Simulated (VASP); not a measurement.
Os, 2 atoms in the cell. Symmetry: P6_3/mmc, No. 194, hexagonal system. The conventional cell has a = 2.740 Å, b = 2.740 Å, c = 4.326 Å, α = 90.00°, β = 90.00°, γ = 120.00°. Within 3.5 Å of Os (site symmetry -6m2) lie 12 Os at 2.68 to 2.74 Å. 

```yaml
Program: VASP 6.6.1
Task: relaxation of cell and atoms
Functional: PBE
Potentials_or_basis: VASP PAW PBE potentials, release 64 (Os)
Cutoff: 600 eV
k_mesh: 18 × 18 × 10
Occupations: gaussian, width 0.1 eV
Spin: no spin polarisation
Dipole_correction: no
Further_INCAR_settings: ALGO = Fast; EDIFF = 1e-07; IBRION = 2; EDIFFG = -0.005; NSW = 100; ISIF = 3
```

Potentials or basis: VASP PAW PBE potentials, release 64 (Os).

Run with:

```console
$ cat potpaw_PBE.64/Os/POTCAR > POTCAR
$ mpirun -np 1 vasp_std > vasp.out
```

Hardware: 1 thread of Oxide Virtual Turin-like Processor, on a shared host.

**Question.** Estimate the wall time of this run.

**Answer.** Run time: 7.1 min on 1 thread of Oxide Virtual Turin-like Processor (shared host), peak memory 0.2 GiB. Counts: scf iterations 61, k points 222, ion steps 4.
